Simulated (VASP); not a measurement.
The system is SnS2 (Berndtite-2T).

```xyz
3
Lattice="3.6390 0.0000 0.0000 -1.8195 3.1515 0.0000 0.0000 0.0000 5.8680" Properties=species:S:1:pos:R:3 pbc="T T T"
Sn    0.0000    0.0000    0.0000
S     0.0000    2.1010    1.4670
S     1.8195    1.0505    4.4010
```

- Program: VASP 6.6.1
- Task: relaxation of cell and atoms
- Functional: PBE
- Dispersion: D3(BJ)
- Potentials or basis: VASP PAW PBE potentials, release 64 (Sn_d, S)
- Cutoff: 500 eV
- k mesh: 6 × 6 × 4
- Occupations: gaussian, width 0.02 eV
- Spin: no spin polarisation

At the start: pressure 1.7 GPa; volume 22.43 Å³/atom.

Question: Where does the relaxation end?

Answer: Over 9 steps the energy falls by 3.2 meV/atom and the volume is 22.52 Å³/atom (+0.4 %); space group P-3m1 (No. 164, to 0.05 Å).

The path:
```
step  energy change (eV)  largest force (eV/Å)  pressure (GPa)  volume (Å³)
   1              0.0000                0.2481            1.70        67.30
   2             -0.0013                0.1875           -1.54        69.64
   3             -0.0079                0.0144           -0.05        68.50
   4             -0.0082                0.0265           -0.06        68.46
   5             -0.0085                0.0533           -0.07        68.38
   6             -0.0088                0.0455           -0.06        68.26
   7             -0.0094                0.0223           -0.04        67.89
   8             -0.0094                0.0248            0.04        67.15
   9             -0.0096                0.0013            0.00        67.55
```

Final structure:
```
Sn S
1.0
     3.66903    0.00000    0.00000
    -1.83452    3.17747    0.00000
     0.00000    0.00000    5.79382
Sn S
1 2
Cartesian
  0.0000 0.0000 0.0000
  0.0000 2.1183 1.4768
  1.8345 1.0592 4.3170
```
